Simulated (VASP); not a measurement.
# AlNi (P4/mmm) in VASP: notebook

AlNi is run at these levels: PBEsol; tasks: single point.

Program: VASP 6.6.1. These are calculated values, not measurements. Logs are shortened: lines on timing, memory, paths and dates and some standing lists are left out, and cuts for length are marked.

### 1 The cell of the first run

It takes space group P4/mmm (No. 123, tetragonal). Conventional cell: a = 2.747 Å, b = 2.747 Å, c = 2.722 Å, α = 90.00°, β = 90.00°, γ = 90.00°. Ni (site symmetry 4/mmm) has 8 Al at 2.37 Å and 6 Ni at 2.72 to 2.75 Å within 3.1 Å. Al (site symmetry 4/mmm) has 8 Ni at 2.37 Å and 6 Al at 2.72 to 2.75 Å within 3.1 Å.

### 2 Single point, PBEsol, collinear spin, ferromagnetic start

File INCAR:

```
SYSTEM = AlNi
  ALGO = Normal
  EDIFF = 1E-7
  ENCUT = 520
  GGA = PS
  ISIF = 2
  ISMEAR = -1
  ISPIN = 2
  LASPH = .TRUE.
  LCHARG = .FALSE.
  LMAXMIX = 4
  LORBIT = 11
  LREAL = .FALSE.
  LWAVE = .FALSE.
  MAGMOM = 1 0
  NBANDS = 18
  NELM = 150
  PREC = Accurate
  SIGMA = 0.05
```

File KPOINTS:

```
k-points
0
G
  10 10 9
  0 0 0
```

File POSCAR:

```
AlNi
1.0
    1.9427373032     -1.9427586451      0.0000000000
    1.9427373032      1.9427586451      0.0000000000
    0.0000000000      0.0000000000      2.7222272327
Ni Al
1 1
Direct
    0.5000000000      0.5000000000      0.5000000000
    0.0000000000      0.0000000000      0.0000000000
```

Potentials or basis: VASP PAW PBE potentials, release 64 (Ni, Al).

Started as:

```console
> cat potpaw_PBE.64/Ni/POTCAR potpaw_PBE.64/Al/POTCAR > POTCAR
> mpirun -np 1 vasp_std > vasp.out
```

OUTCAR:

```text
SYSTEM = AlNi
   EDIFF = 1E-7
   ENCUT = 520
   GGA = PS
   ISIF = 2
   ISMEAR = -1
   ISPIN = 2
   LASPH = .TRUE.
   LORBIT = 11
   LREAL = .FALSE.
   NELM = 150
   PREC = Accurate

 ion  position               nearest neighbor table
   1  0.500  0.500  0.500-   2 2.37   2 2.37   2 2.37   2 2.37   2 2.37   2 2.37   2 2.37   2 2.37

   2  0.000  0.000  0.000-   1 2.37   1 2.37   1 2.37   1 2.37   1 2.37   1 2.37   1 2.37   1 2.37

  LATTYP: Found a base centered orthorhombic cell.
 ALAT       =     3.8854746064
 B/A-ratio  =     1.0000109855
 C/A-ratio  =     0.7006164004

  Lattice vectors:

 A1 = (   1.9427373032,  -1.9427586451,   0.0000000000)
 A2 = (   1.9427373032,   1.9427586451,   0.0000000000)
 A3 = (   0.0000000000,   0.0000000000,   2.7222272327)

Analysis of symmetry for initial positions (statically):
=====================================================================
 Subroutine PRICEL returns:
 Original cell was already a primitive cell.

 Routine SETGRP: Setting up the symmetry group for a
 base centered orthorhombic supercell.

 Subroutine GETGRP returns: Found  8 space group operations
 (whereof  8 operations were pure point group operations)
 out of a pool of  8 trial point group operations.

The static configuration has the point symmetry D_2h.

Analysis of symmetry for dynamics (positions and initial velocities):
=====================================================================
 Subroutine PRICEL returns:
 Original cell was already a primitive cell.

 Routine SETGRP: Setting up the symmetry group for a
 base centered orthorhombic supercell.

 Subroutine GETGRP returns: Found  8 space group operations
 (whereof  8 operations were pure point group operations)
 out of a pool of  8 trial point group operations.

The dynamic configuration has the point symmetry D_2h.

Analysis of structural, dynamic, and magnetic symmetry:
=====================================================================
 Subroutine PRICEL returns:
 Original cell was already a primitive cell.

 Routine SETGRP: Setting up the symmetry group for a
 base centered orthorhombic supercell.

 Subroutine GETGRP returns: Found  8 space group operations
 (whereof  8 operations were pure point group operations)
 out of a pool of  8 trial point group operations.

The overall configuration has the point symmetry D_2h.

 Subroutine INISYM returns: Found  8 space group operations
 (whereof  8 operations are pure point group operations),
 and found     1 'primitive' translations

----------------------------------------------------------------------------------------

                                     Primitive cell

  volume of cell :      20.5488

  direct lattice vectors                    reciprocal lattice vectors
     1.942737303 -1.942758645  0.000000000     0.257368816 -0.257365989  0.000000000
     1.942737303  1.942758645  0.000000000     0.257368816  0.257365989  0.000000000
     0.000000000  0.000000000  2.722227233     0.000000000  0.000000000  0.367346263

  length of vectors
     2.747460533  2.747460533  2.722227233     0.363972471  0.363972471  0.367346263

  position of ions in fractional coordinates (direct lattice)
     0.500000000  0.500000000  0.500000000
     0.000000000  0.000000000  0.000000000

  ion indices of the primitive-cell ions
   primitive index   ion index
                 1           1
                 2           2

----------------------------------------------------------------------------------------

 KPOINTS: k-points

Automatic generation of k-mesh.
 Grid dimensions read from file:
 generate k-points for:   10   10    9

 Generating k-lattice:

  Cartesian coordinates                     Fractional coordinates (reciprocal lattice)
     0.025736882 -0.025736599  0.000000000     0.100000000  0.000000000  0.000000000
     0.025736882  0.025736599  0.000000000     0.000000000  0.100000000  0.000000000
     0.000000000  0.000000000  0.040816251     0.000000000  0.000000000  0.111111111

  Length of vectors
     0.036397247  0.036397247  0.040816251

  Shift w.r.t. Gamma in fractional coordinates (k-lattice)
     0.000000000  0.000000000  0.000000000

 Subroutine IBZKPT returns following result:
 ===========================================

 Found    155 irreducible k-points:

 Following reciprocal coordinates:
            Coordinates               Weight
  0.000000  0.000000  0.000000      1.000000
  0.100000  0.000000  0.000000      4.000000
  0.200000  0.000000  0.000000      4.000000
  0.300000  0.000000  0.000000      4.000000
  0.400000  0.000000  0.000000      4.000000
  0.500000  0.000000  0.000000      2.000000
[... 16 lines left out ...]
  0.300000  0.300000  0.000000      2.000000
  0.400000  0.300000  0.000000      4.000000
 [... further k-points ...]
   k-points           NKPTS =    155   k-points in BZ     NKDIM =    155   number of bands    NBANDS=     18
   number of dos      NEDOS =    301   number of ions     NIONS =      2
   total plane-waves  NPLWV =   8000
   dimension x,y,z NGX =    20 NGY =   20 NGZ =   20
   dimension x,y,z NGXF=    40 NGYF=   40 NGZF=   40
   ions per type =               1   1
   NGX,Y,Z   is equivalent  to a cutoff of  12.10, 12.10, 12.21 a.u.
   NGXF,Y,Z  is equivalent  to a cutoff of  24.20, 24.20, 24.43 a.u.
 SYSTEM =  AlNi
   PREC   = accura    normal or accurate (medium, high low for compatibility)
   ISTART =      0    job   : 0-new  1-cont  2-samecut
   ICHARG =      2    charge: 1-file 2-atom 10-const
   ISPIN  =      2    spin polarized calculation?
   LNONCOLLINEAR =      F non collinear calculations
   LSORBIT =      F    spin-orbit coupling
   LASPH  =      T    aspherical Exc in radial PAW
   ENCUT  =  520.0 eV  38.22 Ry    6.18 a.u.   5.11  5.11  5.06*2*pi/ulx,y,z
   NELM   =    150;   NELMIN=  2; NELMDL= -5     # of ELM steps
   EDIFF  = 0.1E-06   stopping-criterion for ELM
   LREAL  =      F    real-space projection
   EDIFFG = 0.1E-05   stopping-criterion for IOM
   NSW    =      0    number of steps for IOM
   IBRION =     -1    ionic relax: 0-MD 1-quasi-New 2-CG
   NFREE  =      0    steps in history (QN), initial steepest desc. (CG)
   ISIF   =      2    stress and relaxation
   ISYM   =      2    0-nonsym 1-usesym 2-fastsym
   POTIM  = 0.5000    time-step for ionic-motion
   TEBEG  =    0.0;   TEEND  =   0.0 temperature during run
   PSTRESS=    0.0 pullay stress
   NELECT =      13.0000    total number of electrons
   NUPDOWN=      -1.0000    fix difference up-down
   EMIN   =  10.00;   EMAX   =-10.00  energy-range for DOS
   EFERMI =   0.00;   METHOD = LEGACY
   ISMEAR =    -1;   SIGMA  =   0.05  broadening in eV -4-tet -1-fermi 0-gaus
   EFERMI_NEDOS =   21; number of points for ismear=-14 and -15
   IALGO  =     38    algorithm
   IMIX   =      4    mixing-type and parameters
     AMIX     =   0.40;   BMIX     =  1.00
     AMIX_MAG =   1.60;   BMIX_MAG =  1.00
  volume/ion in A,a.u.               =      10.27        69.34
  Fermi-wavevector in a.u.,A,eV,Ry     =   1.405379  2.655782 26.872740  1.975091
  Thomas-Fermi vector in A             =   2.527846
   LORBIT       =     11    0 simple, 1 ext, 2 COOP (PROOUT), +10 PAW based schemes
   GGA     = PS    functional components
   LHFCALC =     F    Hartree Fock is set to
   AEXX    =    0.0000 exact exchange contribution
   IVDW    =     0    specifies the selected vdW correction
   LEPSILON=     F    determine dielectric tensor
   LRPA    =     F    only Hartree local field effects (RPA)
 spin polarized calculation
  energy-cutoff  :      520.00
  volume of cell :       20.55
 maximum number of plane-waves:       562
   NGX = 11   NGY = 11   NGZ = 11

 number of electron      13.0000027 magnetization       0.0000970

 number of electron      13.0000027 magnetization      -0.0000411

 Free energy of the ion-electron system (eV)
  ---------------------------------------------------
  ext. energy  EPLUGINS =         0.00000000
  ---------------------------------------------------
  free energy    TOTEN  =       -11.34436842 eV

  energy without entropy =      -11.33917627  energy(sigma->0) =      -11.34177235

 E-fermi :  12.0968     XC(G=0): -12.9240

 val. band max:       12.0691986786   @ k =   0.5000   0.4000   0.3333
 cond. band min:      12.0995276384   @ k =   0.1000   0.0000   0.3333
 fundamental gap:      0.0303289598
 Fermi energy:        12.0968204231

 spin component 1

 k-point     1 :       0.0000    0.0000    0.0000
  band No.  band energies     occupation
      1      -0.2498      1.00000
      2       7.9868      1.00000
      3       7.9900      1.00000
      4      10.1345      1.00000
      5      10.1568      1.00000
      6      10.1568      1.00000
[... 10 lines left out ...]
     17      36.8892      0.00000
     18      37.1256      0.00000

 k-point     2 :       0.1000    0.0000    0.0000
  band No.  band energies     occupation
      1      -0.0460      1.00000
      2       7.9772      1.00000
      3       8.0405      1.00000
      4      10.0390      1.00000
      5      10.0658      1.00000
      6      10.1672      1.00000
[... 10 lines left out ...]
     17      37.5618      0.00000
     18      38.2992      0.00000

 k-point     3 :       0.2000    0.0000    0.0000
  band No.  band energies     occupation
      1       0.5578      1.00000
      2       7.8428      1.00000
      3       8.1823      1.00000
      4       9.8053      1.00000
      5       9.8418      1.00000
      6      10.1946      1.00000
[... 412 lines left out ...]
 k-point    23 :       0.3000    0.3000    0.0000
  band No.  band energies     occupation
      1       3.1832      1.00000
      2       7.6521      1.00000
      3       8.2769      1.00000
      4       9.1243      1.00000
      5       9.6542      1.00000
      6       9.7261      1.00000
[... 10 lines left out ...]
     17      38.2838      0.00000
     18      38.4953      0.00000

 k-point    24 :       0.4000    0.3000    0.0000
  band No.  band energies     occupation
      1       4.3304      1.00000
      2       6.9351      1.00000
      3       8.5605      1.00000
      4       9.0778      1.00000
      5       9.5044      1.00000
      6       9.7312      1.00000
[... 10 lines left out ...]
     17      36.4049      0.00000
     18      39.5385      0.00000

 [... further k-points ...]

 spin component 2

 k-point     1 :       0.0000    0.0000    0.0000
  band No.  band energies     occupation
      1      -0.2498      1.00000
      2       7.9868      1.00000
      3       7.9900      1.00000
      4      10.1345      1.00000
      5      10.1568      1.00000
      6      10.1568      1.00000
[... 10 lines left out ...]
     17      36.8892      0.00000
     18      37.1256      0.00000

 k-point     2 :       0.1000    0.0000    0.0000
  band No.  band energies     occupation
      1      -0.0460      1.00000
      2       7.9772      1.00000
      3       8.0405      1.00000
      4      10.0390      1.00000
      5      10.0658      1.00000
      6      10.1673      1.00000
[... 10 lines left out ...]
     17      37.5618      0.00000
     18      38.3403      0.00000

 k-point     3 :       0.2000    0.0000    0.0000
  band No.  band energies     occupation
      1       0.5578      1.00000
      2       7.8428      1.00000
      3       8.1823      1.00000
      4       9.8053      1.00000
      5       9.8418      1.00000
      6      10.1946      1.00000
[... 412 lines left out ...]
 k-point    23 :       0.3000    0.3000    0.0000
  band No.  band energies     occupation
      1       3.1832      1.00000
      2       7.6521      1.00000
      3       8.2769      1.00000
      4       9.1243      1.00000
      5       9.6542      1.00000
      6       9.7261      1.00000
[... 10 lines left out ...]
     17      38.2838      0.00000
     18      38.4953      0.00000

 k-point    24 :       0.4000    0.3000    0.0000
  band No.  band energies     occupation
      1       4.3304      1.00000
      2       6.9350      1.00000
      3       8.5605      1.00000
      4       9.0778      1.00000
      5       9.5044      1.00000
      6       9.7312      1.00000
[... 10 lines left out ...]
     17      36.4049      0.00000
     18      39.5385      0.00000

 [... further k-points ...]

------------------------ aborting loop because EDIFF is reached ----------------------------------------

  FORCE on cell =-STRESS in cart. coord.  units (eV):
  Direction    XX          YY          ZZ          XY          YZ          ZX
  --------------------------------------------------------------------------------------
  -------------------------------------------------------------------------------------
  Total        3.8825099      3.8819680      3.8855967      0.0000000      0.0000000      0.0000000
  in kB      302.7163314    302.6740842    302.9570120      0.0000000      0.0000000      0.0000000
  external PRESSURE =     302.7824759 kB  Pullay stress =       0.0000000 kB

 VOLUME and BASIS-vectors are now :
 -----------------------------------------------------------------------------
  energy-cutoff  :      520.00
  volume of cell :       20.55
      direct lattice vectors                 reciprocal lattice vectors
     1.942737303 -1.942758645  0.000000000     0.257368816 -0.257365989  0.000000000
     1.942737303  1.942758645  0.000000000     0.257368816  0.257365989  0.000000000
     0.000000000  0.000000000  2.722227233     0.000000000  0.000000000  0.367346263

 POSITION                                       TOTAL-FORCE (eV/Angst)
 -----------------------------------------------------------------------------------
      1.94274      0.00000      1.36111         0.000000     -0.000000      0.000000
      0.00000      0.00000      0.00000        -0.000000      0.000000      0.000000
 -----------------------------------------------------------------------------------
    total drift:                                0.000000      0.000000     -0.000000

  FREE ENERGIE OF THE ION-ELECTRON SYSTEM (eV)
  ---------------------------------------------------
  free  energy   TOTEN  =       -11.3443684232 eV

  energy  without entropy=      -11.3391762685  energy(sigma->0) =      -11.34177235

 total charge

# of ion       s       p       d       tot
------------------------------------------
    1        0.548   0.670   8.563   9.781
    2        0.402   0.486   0.000   0.888
--------------------------------------------------
tot          0.950   1.156   8.563  10.669

 magnetization (x)

# of ion       s       p       d       tot
------------------------------------------
    1        0.000   0.000  -0.000  -0.000
    2       -0.000  -0.000   0.000  -0.000
--------------------------------------------------
tot         -0.000  -0.000  -0.000  -0.000
```

Run time: 55 s. Hardware: 1 thread of Intel Xeon Platinum 8488C (Sapphire Rapids), shared host; peak memory 0.2 GiB.

What came out:

| Property | Result |
| --- | --- |
| Free energy | -11.3444 eV |
| Pressure | 30.3 GPa |
| Net moment | 0.00 μB per cell |
| Valence electrons inside the program's atomic spheres | Ni 9.78; Al 0.89 |

Caveat: the cell stands under pressure; the PAW data sets were made with another functional, which shifts forces and pressure a little.

### 3 Single point, PBEsol, collinear spin, ferromagnetic start

This run uses another cell than the first one, of 10.66 Å³/atom.

File INCAR:

```
SYSTEM = AlNi
ALGO = Normal
EDIFF = 1E-7
ENCUT = 520
GGA = PS
ISIF = 2
ISMEAR = -1
ISPIN = 2
LASPH = .True.
LCHARG = .False.
LMAXMIX = 4
LORBIT = 11
LREAL = .False.
LWAVE = .False.
MAGMOM = 1 0
NBANDS = 18
NELM = 150
PREC = Accurate
SIGMA = 0.05
```

File KPOINTS:

```
k-points
0
Gamma
  10 10 9
  0 0 0
```

File POSCAR:

```
AlNi
1.0
    1.9649584676     -1.9649698104      0.0000000000
    1.9649584676      1.9649698104      0.0000000000
    0.0000000000      0.0000000000      2.7601491334
Ni Al
1 1
Direct
    0.5000000000      0.5000000000      0.5000000000
    0.0000000000      0.0000000000      0.0000000000
```

Potentials or basis: VASP PAW PBE potentials, release 64 (Ni, Al).

Started as:

```console
> cat potpaw_PBE.64/Ni/POTCAR potpaw_PBE.64/Al/POTCAR > POTCAR
> mpirun -np 1 vasp_std > vasp.out
```

It took 42 s on 1 thread of Intel Xeon Platinum 8488C (Sapphire Rapids), shared host; peak memory 0.19 GiB.

It converged, with:

* Free energy: -11.4646 eV
* Pressure: 20.2 GPa
* Net moment: 0.00 μB per cell
* Valence electrons inside the program's atomic spheres: Ni 9.70; Al 0.86

Levels at points of the mesh, in eV from the Fermi level:
Spin up:
| k point | band 5 | band 6 | band 7 | band 8 | band 9 | band 10 |
| --- | --- | --- | --- | --- | --- | --- |
| (0.00, 0.00, 0.00) | -1.85 | -1.85 | 5.87 | 5.87 | 6.13 | 8.45 |
| (0.50, 0.00, 0.00) | -2.64 | -1.74 | -0.79 | 8.36 | 10.43 | 10.67 |
| (0.50, 0.50, 0.00) | -2.47 | -2.47 | -1.24 | 1.58 | 2.98 | 13.69 |
Spin down:
```csv
k point,band 5,band 6,band 7,band 8,band 9,band 10
"(0.00, 0.00, 0.00)",-1.85,-1.85,5.87,5.87,6.13,8.45
"(0.50, 0.00, 0.00)",-2.64,-1.74,-0.79,8.36,10.43,10.67
"(0.50, 0.50, 0.00)",-2.47,-2.47,-1.24,1.58,2.98,13.69
```

Caveat: the cell stands under pressure; the PAW data sets were made with another functional, which shifts forces and pressure a little.
